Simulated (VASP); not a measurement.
# Si2Mo (P4mm) in VASP: single point with PBEsol

Aim: the single point of Si2Mo with PBEsol.

Everything below comes from runs of VASP 6.6.1. Logs are shortened: lines on timing, memory, paths and dates and some standing lists are left out, and cuts for length are marked.

## 1. The cell of the first run

Symmetry: P4mm, No. 99, tetragonal system. Conventional cell: a = 3.190 Å, b = 3.190 Å, c = 15.893 Å, α = 90.00°, β = 90.00°, γ = 90.00°. Si (site symmetry 4mm) has 9 Si at 2.62 to 3.19 Å and 5 Mo at 2.62 to 2.73 Å within 3.5 Å. Within 3.4 Å of Si (site symmetry 4mm) lie 9 Si at 2.58 to 3.19 Å and 5 Mo at 2.60 to 2.62 Å. Si (site symmetry 4mm) has 9 Si at 2.58 to 3.19 Å and 5 Mo at 2.60 to 2.62 Å within 3.4 Å. Within 3.4 Å of Si (site symmetry 4mm) lie 9 Si at 2.58 to 3.19 Å and 5 Mo at 2.60 to 2.62 Å. Within 3.4 Å of Si (site symmetry 4mm) lie 5 Mo at 2.60 to 2.62 Å and 9 Si at 2.62 to 3.19 Å. Si (site symmetry 4mm) has 9 Si at 2.58 to 3.19 Å and 5 Mo at 2.60 to 2.87 Å within 3.4 Å. Within 3.4 Å of Si (site symmetry 4mm) lie 9 Si at 2.58 to 3.19 Å and 5 Mo at 2.60 to 2.62 Å. Within 3.4 Å of Si (site symmetry 4mm) lie 9 Si at 2.58 to 3.19 Å and 5 Mo at 2.60 to 2.62 Å.

## 2. Single point, PBEsol (the distance across one plane changed)

INCAR

```
SYSTEM = Si2Mo
PREC = Accurate
ENCUT = 520
EDIFF = 1E-6
ISMEAR = 0
SIGMA = 0.15
LREAL = .False.
LASPH = .True.
NELM = 80
ALGO = Normal
ISIF = 2
LWAVE = .False.
LCHARG = .False.
GGA = PS
NBANDS = 56
```

KPOINTS

```
Automatic mesh
0
Gamma
  15 15 3
  0 0 0
```

POSCAR

```
Si2Mo
1.0
   -3.1900701689      0.0000000000      0.0000000000
    0.0000000000     -3.1900701689      0.0000000000
    0.0000000000      0.0000000000     15.8927680287
Si Mo
8 4
Direct
    0.0000000000      0.0000000000      0.9436978179
    0.5000000000      0.5000000000      0.6976304242
    0.0000000000      0.0000000000      0.4515630305
    0.5000000000      0.5000000000      0.2054956368
    0.0000000000      0.0000000000      0.1217739967
    0.5000000000      0.5000000000      0.8599761778
    0.0000000000      0.0000000000      0.6139087841
    0.5000000000      0.5000000000      0.3678413904
    0.5000000000      0.5000000000      0.5327359073
    1.0000000000      1.0000000000      0.2866685136
    0.5000000000      0.5000000000      0.0406011200
    1.0000000000      1.0000000000      0.7788033010
```

Potentials or basis: VASP PAW PBE potentials, release 64 (Si, Mo_sv).

On the command line:

```sh
$ cat potpaw_PBE.64/Si/POTCAR potpaw_PBE.64/Mo_sv/POTCAR > POTCAR
$ mpirun -np 1 vasp_std > vasp.out
```

OUTCAR:

```text
SYSTEM = Si2Mo
   PREC = Accurate
   ENCUT = 520
   EDIFF = 1E-6
   ISMEAR = 0
   LREAL = .False.
   LASPH = .True.
   NELM = 80
   ISIF = 2
   GGA = PS

 ion  position               nearest neighbor table
   1  0.000  0.000  0.944-   6 2.62   6 2.62   6 2.62   6 2.62  12 2.62  11 2.73  11 2.73  11 2.73
                            11 2.73   5 2.83
   2  0.500  0.500  0.698-   6 2.58  12 2.60  12 2.60  12 2.60  12 2.60   7 2.62   7 2.62   7 2.62
                             7 2.62   9 2.62
   3  0.000  0.000  0.452-   7 2.58   9 2.60   9 2.60   9 2.60   9 2.60   8 2.62   8 2.62   8 2.62
                             8 2.62  10 2.62
   4  0.500  0.500  0.205-   8 2.58  10 2.60  10 2.60  10 2.60  10 2.60   5 2.62   5 2.62   5 2.62
                             5 2.62  11 2.62
   5  0.000  0.000  0.122-  11 2.60  11 2.60  11 2.60  11 2.60   4 2.62   4 2.62   4 2.62   4 2.62
                            10 2.62   1 2.83
   6  0.500  0.500  0.860-   2 2.58  12 2.60  12 2.60  12 2.60  12 2.60   1 2.62   1 2.62   1 2.62
                             1 2.62  11 2.87
   7  0.000  0.000  0.614-   3 2.58   9 2.60   9 2.60   9 2.60   9 2.60   2 2.62   2 2.62   2 2.62
                             2 2.62  12 2.62
   8  0.500  0.500  0.368-   4 2.58  10 2.60  10 2.60  10 2.60  10 2.60   3 2.62   3 2.62   3 2.62
                             3 2.62   9 2.62
   9  0.500  0.500  0.533-   7 2.60   7 2.60   7 2.60   7 2.60   3 2.60   3 2.60   3 2.60   3 2.60
                             2 2.62   8 2.62
  10  0.000  0.000  0.287-   4 2.60   4 2.60   4 2.60   4 2.60   8 2.60   8 2.60   8 2.60   8 2.60
                             5 2.62   3 2.62
  11  0.500  0.500  0.041-   5 2.60   5 2.60   5 2.60   5 2.60   4 2.62   1 2.73   1 2.73   1 2.73
                             1 2.73   6 2.87
  12  0.000  0.000  0.779-   2 2.60   2 2.60   2 2.60   2 2.60   6 2.60   6 2.60   6 2.60   6 2.60
                             7 2.62   1 2.62

  LATTYP: Found a simple tetragonal cell.
 ALAT       =     3.1900701689
 C/A-ratio  =     4.9819493576

  Lattice vectors:

 A1 = (  -3.1900701689,   0.0000000000,   0.0000000000)
 A2 = (   0.0000000000,  -3.1900701689,   0.0000000000)
 A3 = (   0.0000000000,   0.0000000000,  15.8927680287)

Analysis of symmetry for initial positions (statically):
=====================================================================
 Subroutine PRICEL returns:
 Original cell was already a primitive cell.

 Routine SETGRP: Setting up the symmetry group for a
 simple tetragonal supercell.

 Subroutine GETGRP returns: Found  8 space group operations
 (whereof  8 operations were pure point group operations)
 out of a pool of 16 trial point group operations.
[... 149 lines left out ...]
   EFERMI =   0.00;   METHOD = LEGACY
   ISMEAR =     0;   SIGMA  =   0.15  broadening in eV -4-tet -1-fermi 0-gaus
   EFERMI_NEDOS =   21; number of points for ismear=-14 and -15
   IALGO  =     38    algorithm
   IMIX   =      4    mixing-type and parameters
     AMIX     =   0.40;   BMIX     =  1.00
     AMIX_MAG =   1.60;   BMIX_MAG =  1.00
  volume/ion in A,a.u.               =      13.48        90.95
  Fermi-wavevector in a.u.,A,eV,Ry     =   1.336500  2.525619 24.303175  1.786233
  Thomas-Fermi vector in A             =   2.465122
   LORBIT       =      0    0 simple, 1 ext, 2 COOP (PROOUT), +10 PAW based schemes
   GGA     = PS    functional components
   LHFCALC =     F    Hartree Fock is set to
   AEXX    =    0.0000 exact exchange contribution
   IVDW    =     0    specifies the selected vdW correction
   LEPSILON=     F    determine dielectric tensor
   LRPA    =     F    only Hartree local field effects (RPA)
 non-spin polarized calculation
 Gauss-broadening in eV      SIGMA  =   0.15
  energy-cutoff  :      520.00
  volume of cell :      161.73
 maximum number of plane-waves:      4404
 NGX is ok and might be reduce to    24
   NGX = 11   NGY = 11   NGZ = 59

 number of electron      88.0000017 magnetization

 Free energy of the ion-electron system (eV)
  ---------------------------------------------------
  ext. energy  EPLUGINS =         0.00000000
  ---------------------------------------------------
  free energy    TOTEN  =       -99.96064833 eV

  energy without entropy =      -99.94570380  energy(sigma->0) =      -99.95317607

 E-fermi :  12.1538     XC(G=0): -12.4869

 val. band max:       12.1380279847   @ k =   0.1333   0.0000   0.3333
 cond. band min:      12.1612516424   @ k =   0.0667   0.0000   0.0000
 fundamental gap:      0.0232236577
 Fermi energy:        12.1537977917

 k-point     1 :       0.0000    0.0000    0.0000
  band No.  band energies     occupation
      1     -48.6593      2.00000
      2     -48.5124      2.00000
      3     -48.4775      2.00000
      4     -48.4196      2.00000
      5     -22.8797      2.00000
      6     -22.7594      2.00000
[... 1405 lines left out ...]
     55      15.6343      0.00000
     56      15.7817      0.00000

 [... further k-points ...]

------------------------ aborting loop because EDIFF is reached ----------------------------------------

  FORCE on cell =-STRESS in cart. coord.  units (eV):
  Direction    XX          YY          ZZ          XY          YZ          ZX
  --------------------------------------------------------------------------------------
  -------------------------------------------------------------------------------------
  Total       -0.9245097     -0.9245097     -6.1594808      0.0000000      0.0000000      0.0000000
  in kB       -9.1584512     -9.1584512    -61.0175366      0.0000000      0.0000000      0.0000000
  external PRESSURE =     -26.4448130 kB  Pullay stress =       0.0000000 kB

 VOLUME and BASIS-vectors are now :
 -----------------------------------------------------------------------------
  energy-cutoff  :      520.00
  volume of cell :      161.73
      direct lattice vectors                 reciprocal lattice vectors
    -3.190070169  0.000000000  0.000000000    -0.313472729  0.000000000  0.000000000
     0.000000000 -3.190070169  0.000000000     0.000000000 -0.313472729  0.000000000
     0.000000000  0.000000000 15.892768029     0.000000000  0.000000000  0.062921701

 POSITION                                       TOTAL-FORCE (eV/Angst)
 -----------------------------------------------------------------------------------
      0.00000      0.00000     14.99797         0.000000      0.000000      1.717945
     -1.59504     -1.59504     11.08728        -0.000000      0.000000     -0.133420
      0.00000      0.00000      7.17659        -0.000000      0.000000     -0.090854
     -1.59504     -1.59504      3.26589        -0.000000      0.000000     -0.241734
      0.00000      0.00000      1.93533        -0.000000      0.000000     -0.637470
     -1.59504     -1.59504     13.66740         0.000000      0.000000      0.493779
      0.00000      0.00000      9.75671        -0.000000      0.000000     -0.114099
     -1.59504     -1.59504      5.84602        -0.000000      0.000000     -0.072214
     -1.59504     -1.59504      8.46665        -0.000000      0.000000      0.220954
      0.00000      0.00000      4.55596        -0.000000      0.000000      0.191178
     -1.59504     -1.59504      0.64526        -0.000000     -0.000000     -1.800786
      0.00000      0.00000     12.37734        -0.000000      0.000000      0.466720
 -----------------------------------------------------------------------------------
    total drift:                               -0.000000     -0.000000      0.000459

  FREE ENERGIE OF THE ION-ELECTRON SYSTEM (eV)
  ---------------------------------------------------
  free  energy   TOTEN  =       -99.9606483330 eV

  energy  without entropy=      -99.9457038023  energy(sigma->0) =      -99.95317607
```

OSZICAR:

```text
N       E                     dE             d eps       ncg     rms          rms(c)
DAV:   1     0.741972046647E+03    0.74197E+03   -0.48370E+04  8608   0.151E+03
DAV:   2    -0.671569112281E+02   -0.80913E+03   -0.78656E+03  9256   0.405E+02
DAV:   3    -0.103271922529E+03   -0.36115E+02   -0.35437E+02 10088   0.762E+01
DAV:   4    -0.103958717656E+03   -0.68680E+00   -0.68182E+00 10000   0.989E+00
DAV:   5    -0.103969276132E+03   -0.10558E-01   -0.10546E-01  9592   0.125E+00    0.447E+01
DAV:   6    -0.100783133039E+03    0.31861E+01   -0.27798E+01  9616   0.210E+01    0.987E+00
DAV:   7    -0.100643422471E+03    0.13971E+00   -0.93135E+00 10160   0.127E+01    0.969E+00
DAV:   8    -0.100274049378E+03    0.36937E+00   -0.70732E+00 10664   0.918E+00    0.570E+00
DAV:   9    -0.999632194060E+02    0.31083E+00   -0.15079E+00 10568   0.526E+00    0.101E+00
DAV:  10    -0.999663774811E+02   -0.31581E-02   -0.21761E-01 10192   0.193E+00    0.968E-01
DAV:  11    -0.999611661200E+02    0.52114E-02   -0.38222E-02 10216   0.908E-01    0.639E-01
DAV:  12    -0.999609731802E+02    0.19294E-03   -0.41331E-03  9760   0.272E-01    0.406E-01
DAV:  13    -0.999608266268E+02    0.14655E-03   -0.17462E-03 10144   0.200E-01    0.144E-01
DAV:  14    -0.999607534470E+02    0.73180E-04   -0.15561E-03 10544   0.191E-01    0.952E-02
DAV:  15    -0.999606531542E+02    0.10029E-03   -0.38307E-04 10568   0.909E-02    0.414E-02
DAV:  16    -0.999606481884E+02    0.49658E-05   -0.58744E-05  9856   0.329E-02    0.149E-02
DAV:  17    -0.999606483330E+02   -0.14457E-06   -0.48799E-06  8480   0.897E-03
   1 F= -.99960648E+02 E0= -.99953176E+02  d E =-.149445E-01
```

stdout:

```text
POSCAR found type information on POSCAR SiMo
 POSCAR found :  2 types and      12 ions
 scaLAPACK will be used
 -----------------------------------------------------------------------------
|                                                                             |
|                                                                             |
|     You enforced a specific xc type in the INCAR file but a different       |
|     I HOPE YOU KNOW WHAT YOU ARE DOING!                                     |
|                                                                             |
 -----------------------------------------------------------------------------

 LDA part: xc-table for (Slater+PW92), standard interpolation
 POSCAR, INCAR and KPOINTS ok, starting setup
 FFT: planning ... GRIDC
 FFT: planning ... GRID_SOFT
 FFT: planning ... GRID
 WAVECAR not read
 entering main loop
```

Wall time 7.1 min (1 thread of AMD EPYC 9R45 (Zen 5), shared host); peak memory 0.52 GiB.

What came out:

```
Free energy            : -99.9606 eV
Pressure               : -2.6 GPa
Largest force          : 1.801 eV/Å
Band gap on the k mesh : zero (bands 44 and 45 overlap by 0.70 eV)
```

Forces in eV/Å, atoms in the order of the input:
```
Si   0.000  0.000  1.718
Si   0.000  0.000 -0.133
Si   0.000  0.000 -0.091
Si   0.000  0.000 -0.242
Si   0.000  0.000 -0.637
Si   0.000  0.000  0.494
Si   0.000  0.000 -0.114
Si   0.000  0.000 -0.072
Mo   0.000  0.000  0.221
Mo   0.000  0.000  0.191
Mo   0.000  0.000 -1.801
Mo   0.000  0.000  0.467
```

Levels at points of the mesh, in eV from the Fermi level:
```tsv
k point	band 42	band 43	band 44	band 45	band 46	band 47
(0.00, 0.00, 0.00)	-0.42	0.25	0.39	0.49	0.82	1.57
```

Caveat: the cell differs from its parent crystal (the distance across one plane changed); the PAW data sets were made with another functional, which shifts forces and pressure a little.
